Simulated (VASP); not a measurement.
A run of VASP 6.6.1 is set up as follows.

Contents of INCAR:

```
SYSTEM = Ti
ALGO = Normal
EDIFF = 1E-6
ENCUT = 520
GGA = PS
ISIF = 2
ISMEAR = 1
IVDW = 12
LASPH = .True.
LCHARG = .True.
LELF = .True.
LREAL = .False.
LVHAR = .True.
LWAVE = .False.
NBANDS = 25
NELM = 100
PREC = Accurate
SIGMA = 0.1
```

The input KPOINTS:

```
k-points
0
Gamma
  8 8 12
  0 0 0
```

Contents of POSCAR:

```
Ti
1.0
    4.4355107078      0.0000000000      0.0000000000
   -2.2177553539      3.8412649517      0.0000000000
    0.0000000000      0.0000000000      2.7513569904
Ti
3
Direct
    0.0000000000      0.0000000000      0.0000000000
    0.3333333333      0.6666666667      0.5000000000
    0.6666666667      0.3333333333      0.5000000000
```

Potentials or basis: VASP PAW PBE potentials, release 64 (Ti_sv).

Launch:

```sh
$ cat potpaw_PBE.64/Ti_sv/POTCAR > POTCAR
$ mpirun -np 1 vasp_std > vasp.out
```

Q: Predict the band gap on the k mesh.

A: Zero (bands 18 and 19 overlap by 0.43 eV).

Q: Estimate the pressure.

A: -0.3 GPa.

Q: Predict the dispersion energy per atom.

A: -0.668 eV.

Caveat: the PAW data sets were made with another functional, which shifts forces and pressure a little.
